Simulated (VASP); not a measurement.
# Cd: single point with PBE

Cd:

```
Cd
1.0
     2.96409    0.00000    0.00000
    -1.48204    2.56698    0.00000
     0.00000    0.00000    5.67383
Cd
2
Cartesian
  0.0000 1.7113 1.4185
  1.4820 0.8557 4.2554
```

This cell differs from its parent crystal: z stretched by +1 % at fixed volume.

| Quantity | Value |
| --- | --- |
| Program | VASP 6.6.1 |
| Task | single point |
| Functional | PBE |
| Potentials or basis | VASP PAW PBE potentials, release 64 (Cd) |
| Cutoff | 520 eV |
| k mesh | 16 × 16 × 7 |
| Occupations | fermi-dirac, width 0.05 eV |
| Spin | no spin polarisation |

```json
{
  "Pressure": "3.5 GPa",
  "Band gap on the k mesh": "zero (band 12 reaches 3.97 eV, above the bottom of band 13 at -0.11 eV)"
}
```

Stress tensor (GPa, compression positive):
```
4.17 0.00 0.00
0.00 4.17 0.00
0.00 0.00 2.13
```

Levels at points of the mesh, in eV from the Fermi level:
```
           k point  band 10  band 11  band 12  band 13  band 14  band 15
(0.00, 0.00, 0.00)    -8.50    -8.50    -3.20    -3.10    10.17    14.50
(0.50, 0.00, 0.00)    -8.19    -2.30    -1.78     1.91     3.03     3.12
```

It took 63 s on 1 thread of Intel Xeon 8259CL, on a shared host, peak memory 0.22 GiB.
